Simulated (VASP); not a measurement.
# Hf2I3 (P-3m1) in VASP: notebook, part 2 of 2

VASP 6.6.1. The steps go on from the part before.

### 3 Single point, PBE

This run uses another cell than the first one, of 32.59 Å³/atom.

The input, INCAR:

```
SYSTEM = Hf2I3
ALGO = Normal ; EDIFF = 1E-6
ENCUT = 520 ; GGA = PE
ISIF = 2 ; ISMEAR = 0
LASPH = .True. ; LCHARG = .True.
LELF = .True. ; LREAL = .False.
LVHAR = .True. ; LWAVE = .False.
NBANDS = 28 ; NELM = 100
PREC = Accurate ; SIGMA = 0.1
```

The input, KPOINTS:

```
k-points
0
Gamma
  6 6 4
  0 0 0
```

The input, POSCAR:

```
Hf2I3
1.0
    4.9450582777      0.0000000000      0.0000000000
   -2.4725291388      4.2825460917      0.0000000000
    0.0000000000      0.0000000000      7.6937074219
Hf I
2 3
Direct
    0.3333333333      0.6666666667      0.2450000000
    0.6666666667      0.3333333333      0.7550000000
    0.0000000000      0.0000000000      0.0000000000
    0.3333333333      0.6666666667      0.6450000000
    0.6666666667      0.3333333333      0.3550000000
```

Potentials or basis: VASP PAW PBE potentials, release 64 (Hf_pv, I).

Run with:

```bash
$ cat potpaw_PBE.64/Hf_pv/POTCAR potpaw_PBE.64/I/POTCAR > POTCAR
$ mpirun -np 1 vasp_std > vasp.out
```

It took 73 s on 1 thread of AMD EPYC 9R45 (Zen 5), shared host; peak memory 0.31 GiB.

The run converged. Its results:

- Free energy: -22.1530 eV
- Pressure: -4.0 GPa
- Largest force: 0.519 eV/Å
- Band gap on the k mesh: zero (an odd number of electrons rules out a gap without spin polarisation)

Forces on the atoms (eV/Å):
```
Hf   0.000  0.000 -0.519
Hf   0.000  0.000  0.519
I    0.000  0.000  0.000
I    0.000  0.000  0.119
I    0.000  0.000 -0.119
```

Stress tensor (GPa, compression positive):
```
-3.61  0.00  0.00
 0.00 -3.61  0.00
 0.00  0.00 -4.69
```

Levels at points of the mesh, in eV from the Fermi level:
| k point | band 18 | band 19 | band 20 | band 21 | band 22 | band 23 |
| --- | --- | --- | --- | --- | --- | --- |
| (0.00, 0.00, 0.00) | -3.38 | -1.04 | -0.69 | -0.69 | 0.03 | 0.27 |
| (0.50, 0.00, 0.00) | -3.55 | -1.58 | -0.02 | 0.10 | 0.11 | 0.48 |
| (0.00, 0.00, 0.50) | -4.18 | -0.30 | -0.30 | -0.10 | -0.10 | 0.01 |
| (0.50, 0.00, 0.50) | -3.63 | -0.74 | -0.49 | 0.19 | 0.37 | 0.39 |

Caveat: the cell stands under tension; spin-orbit coupling is left out, which moves the levels of the heavy elements; an odd number of electrons without spin polarisation forces a metal; a magnetic or distorted state may lie lower.

### 4 Relaxation of cell and atoms, PBE

This run uses another cell than the first one, of 32.59 Å³/atom.

The input, INCAR:

```
SYSTEM = Hf2I3
  PREC = Accurate
  ENCUT = 600
  EDIFF = 1E-6
  ISMEAR = 0
  SIGMA = 0.1
  LREAL = .False.
  LASPH = .True.
  NELM = 60
  ALGO = Normal
  ISIF = 3
  LWAVE = .False.
  LCHARG = .False.
  GGA = PE
  IBRION = 2
  NSW = 90
  EDIFFG = -0.04
```

The input, KPOINTS:

```
Automatic mesh
0
Gamma
  6 6 2
  0 0 0
```

POSCAR is that of step 3.

Run with:

```bash
$ cat potpaw_PBE.64/Hf_pv/POTCAR potpaw_PBE.64/I/POTCAR > POTCAR
$ mpirun -np 1 vasp_std > vasp.out
```

It took 16 min on 1 thread of AMD EPYC 9R45 (Zen 5), shared host; peak memory 0.34 GiB.

It converged, with:

```yaml
Free_energy: -24.9914 eV
Relaxed_volume: 32.60 Å³/atom
Relaxed_cell: a = 4.901 Å, b = 4.901 Å, c = 7.838 Å, α = 90.00°, β = 90.00°, γ = 120.00°
Space_group_after_relaxing_to_0.1_Å: P-3m1 (No. 164)
Energy_gained_by_relaxing: 559.4 meV/atom
Ionic_steps: 36
Pressure_after_relaxing: 0.0 GPa
Largest_force_after_relaxing: 0.037 eV/Å
Band_gap_on_the_k_mesh: zero (an odd number of electrons rules out a gap without spin polarisation)
```

Forces on the atoms (eV/Å):
```
Hf   0.000  0.000 -0.028
Hf   0.000  0.000  0.028
I    0.000  0.000  0.000
I    0.000  0.000  0.037
I    0.000  0.000 -0.037
```

Step by step:
```csv
step,energy change (eV),largest force (eV/Å),pressure (GPa),volume (Å³)
1,0.0000,0.4978,-4.12,162.93
2,-0.2753,1.2246,1.14,143.96
3,-0.2769,1.1725,0.69,145.09
4,-0.4677,1.4392,1.08,141.94
5,-1.1227,1.8953,3.40,132.40
6,-0.5977,1.0542,20.90,113.00
7,-1.2193,2.1941,6.05,127.38
8,-1.3864,1.7490,11.04,120.22
9,-1.4213,1.6630,11.03,120.19
10,-1.5003,1.3224,11.17,120.09
11,-1.5062,0.4151,12.09,119.85
12,-1.5311,0.8959,11.54,119.97
13,-1.6195,0.8716,10.53,121.05
14,-1.8450,0.8076,7.76,124.31
15,-2.1405,0.7561,3.34,130.99
16,-2.2708,0.8337,-2.61,145.04
17,-2.2866,0.8090,-1.53,141.73
18,-2.2869,0.8050,-1.34,141.19
19,-2.3185,0.7960,-1.22,140.97
20,-2.4018,0.7563,-0.82,140.28
21,-2.5134,0.5948,0.34,138.79
22,-2.4651,0.5669,4.19,135.39
23,-2.5446,0.4480,1.55,137.58
24,-2.5914,0.4480,0.77,140.31
25,-2.6650,0.4926,-0.76,148.65
26,-2.6540,0.5736,-1.93,166.00
27,-2.6906,0.5133,-1.22,154.39
28,-2.7315,0.3803,0.10,154.05
29,-2.7337,0.3376,0.48,153.96
30,-2.7550,0.2776,0.36,155.74
31,-2.7796,0.2659,0.22,159.85
32,-2.7813,0.2644,0.21,161.23
33,-2.7954,0.0812,-0.36,164.02
34,-2.7955,0.0525,-0.34,163.78
35,-2.7950,0.0179,0.43,162.12
36,-2.7970,0.0370,0.02,163.01
```

Final structure:
```cif
data_structure
_symmetry_space_group_name_H-M 'P 1'
_symmetry_Int_Tables_number 1
_cell_length_a 4.9006
_cell_length_b 4.9006
_cell_length_c 7.8376
_cell_angle_alpha 90.000
_cell_angle_beta 90.000
_cell_angle_gamma 120.000
_cell_volume 163.01
loop_
_atom_site_label
_atom_site_type_symbol
_atom_site_fract_x
_atom_site_fract_y
_atom_site_fract_z
_atom_site_occupancy
Hf1 Hf 0.33333 0.66667 0.09369 1
Hf2 Hf 0.66667 0.33333 0.90631 1
I1 I 0.00000 0.00000 0.00000 1
I2 I 0.33333 0.66667 0.70465 1
I3 I 0.66667 0.33333 0.29535 1
```

Levels at points of the mesh, in eV from the Fermi level:
```tsv
k point	band 19	band 20	band 21	band 22	band 23	band 24
(0.00, 0.00, 0.00)	-1.49	-1.49	-0.30	-0.20	0.92	0.92
(0.50, 0.00, 0.00)	-1.97	-1.08	0.43	0.60	0.78	0.89
(0.00, 0.00, 0.50)	-1.37	-1.37	0.47	0.71	0.94	1.07
(0.50, 0.00, 0.50)	-1.98	-1.05	0.45	0.65	1.22	1.31
```

Caveat: the k points lie up to 0.40 Å⁻¹ apart in the final cell, too coarse for converged energies and pressures of a metal; spin-orbit coupling is left out, which moves the levels of the heavy elements; this functional lacks dispersion, which binds layers or chains, so the pressure and a relaxed spacing across them are unreliable; an odd number of electrons without spin polarisation forces a metal; a magnetic or distorted state may lie lower.

### 5 Single point, PBE

This run uses another cell than the first one, of 34.58 Å³/atom.

The input, INCAR:

```
SYSTEM = Hf2I3
  PREC = Accurate
  ENCUT = 520
  EDIFF = 1E-6
  ISMEAR = 0
  SIGMA = 0.1
  LREAL = .FALSE.
  LASPH = .TRUE.
  NELM = 100
  ALGO = Normal
  ISIF = 2
  LWAVE = .FALSE.
  LCHARG = .FALSE.
  GGA = PE
  NBANDS = 28
```

The input, KPOINTS:

```
regular mesh
0
G
  12 12 6
  0 0 0
```

The input, POSCAR:

```
Hf2I3
1.0
    4.9147776007      0.0000000000      0.0000000000
   -2.4573888004      4.2563222562      0.0000000000
    0.0000000000      0.0000000000      8.2645004653
Hf I
2 3
Direct
    0.3333333333      0.6666666667      0.0867250897
    0.6666666667      0.3333333333      0.9132749103
    0.0000000000      0.0000000000      0.0000000000
    0.3333333333      0.6666666667      0.7204013319
    0.6666666667      0.3333333333      0.2795986681
```

Run with:

```bash
$ cat potpaw_PBE.64/Hf_pv/POTCAR potpaw_PBE.64/I/POTCAR > POTCAR
$ mpirun -np 1 vasp_std > vasp.out
```

It took 5.3 min on 1 thread of AMD EPYC 9R45 (Zen 5), shared host; peak memory 0.56 GiB.

The run converged. Its results:

* Free energy: -25.0000 eV
* Pressure: -0.2 GPa
* Largest force: 0.029 eV/Å
* Band gap on the k mesh: zero (an odd number of electrons rules out a gap without spin polarisation)

Forces in eV/Å, atoms in the order of the input:
```
Hf   0.000  0.000 -0.018
Hf   0.000  0.000  0.018
I    0.000  0.000  0.000
I    0.000  0.000  0.029
I    0.000  0.000 -0.029
```

Stress tensor (GPa, compression positive):
```
-0.25  0.00  0.00
 0.00 -0.25  0.00
 0.00  0.00 -0.15
```

Levels at points of the mesh, in eV from the Fermi level:
```tsv
k point	band 17	band 18	band 19	band 20	band 21	band 22	band 23	band 24
(0.00, 0.00, 0.00)	-3.87	-3.72	-1.41	-1.41	-0.28	-0.01	0.93	0.93
(0.50, 0.00, 0.00)	-4.16	-3.57	-1.95	-1.04	0.56	0.61	0.79	0.94
(0.00, 0.00, 0.50)	-3.97	-3.97	-1.35	-1.35	0.33	0.60	0.87	1.01
(0.50, 0.00, 0.50)	-4.12	-3.58	-1.96	-1.02	0.52	0.64	1.11	1.28
```

Caveat: spin-orbit coupling is left out, which moves the levels of the heavy elements; this functional lacks dispersion, which binds layers or chains, so the pressure and a relaxed spacing across them are unreliable; an odd number of electrons without spin polarisation forces a metal; a magnetic or distorted state may lie lower.

### 6 The runs side by side

```csv
task,cell,k mesh,cutoff (eV),gap on the mesh (eV),pressure (GPa),largest force (eV/Å)
single point,"a = 4.914, b = 4.914, c = 8.095 Å, angles 90.0, 90.0, 120.0°, 5 atoms, atomic positions A",6 × 6 × 2,520,none,-0.3,0.04
single point,"a = 4.945, b = 4.945, c = 7.694 Å, angles 90.0, 90.0, 120.0°, 5 atoms, atomic positions B",6 × 6 × 4,520,none,-4.0,0.52
relaxation of cell and atoms,"relaxed from a = 4.945, b = 4.945, c = 7.694 Å, angles 90.0, 90.0, 120.0°, 5 atoms, atomic positions B",6 × 6 × 2,600,none,0.0,0.04
single point,"a = 4.915, b = 4.915, c = 8.265 Å, angles 90.0, 90.0, 120.0°, 5 atoms, atomic positions C",12 × 12 × 6,520,none,-0.2,0.03
```

Alike in all rows: level PBE; potentials or basis VASP PAW PBE potentials, release 64 (Hf_pv, I); no spin polarisation; smearing gaussian 0.1 eV.

Caveats: some runs use coarse meshes; spin-orbit coupling is left out, which moves the levels of the heavy elements; an odd number of electrons without spin polarisation forces a metal; a magnetic or distorted state may lie lower; this functional lacks dispersion, which binds layers or chains, so the pressure and a relaxed spacing across them are unreliable (at least some runs); the cell stands under tension (at least some runs).

Total energies depend on the potentials used, so only differences within one code and one set of settings carry meaning.
